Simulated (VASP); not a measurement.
## AlN: single point with r2SCAN

AlN:

```xyz
2
Lattice="-0.0231 2.0189 2.0189 2.0189 -0.0231 2.0189 1.9958 1.9958 0.0000" Properties=species:S:1:pos:R:3 pbc="T T T"
Al    0.0000    0.0000    0.0000
N     1.9958    1.9958    2.0189
```

This cell differs from its parent crystal: shear xy strain -2.3%.

```json
{"Program": "VASP 6.6.1", "Task": "single point", "Functional": "r2SCAN", "Potentials or basis": "VASP PAW PBE potentials, release 64 (Al, N)", "Cutoff": "520 eV", "k mesh": "10 × 10 × 10", "Occupations": "gaussian, width 0.01 eV", "Spin": "no spin polarisation"}
```

```json
{
 "Pressure": "-0.7 GPa",
 "Band gap on the k mesh": "5.13 eV, indirect (least direct gap 6.39 eV)"
}
```

Stress tensor (GPa, compression positive):
```
-0.66  7.77  0.00
 7.77 -0.66  0.00
 0.00  0.00 -0.90
```

Levels at points of the mesh, in eV from the valence-band top:
```
           k point  band 1  band 2  band 3  band 4  band 5  band 6  band 7  band 8  band 9
(0.00, 0.00, 0.00)  -18.61   -0.33   -0.17    0.00    6.39   12.40   12.78   13.13   18.45
(0.50, 0.00, 0.00)  -15.41   -8.72   -1.33   -1.16    6.93   11.87   12.07   14.40   17.49
(0.50, 0.50, 0.00)  -14.37   -7.74   -3.32   -2.82    5.13    6.04   15.26   18.50   18.72
(0.00, 0.00, 0.50)  -15.29   -8.55   -1.49   -1.34    6.60   11.49   11.70   14.65   17.22
(0.50, 0.00, 0.50)  -14.37   -7.74   -3.07   -3.07    5.36    5.81   15.22   18.60   18.63
```

Run time: 110 s on 1 thread of Intel Xeon 8259CL, on a shared host, peak memory 0.16 GiB.

Caveat: the cell differs from its parent crystal (shear xy strain -2.3%); the PAW data sets were made with another functional, which shifts forces and pressure a little. A k mesh can miss the band edges.
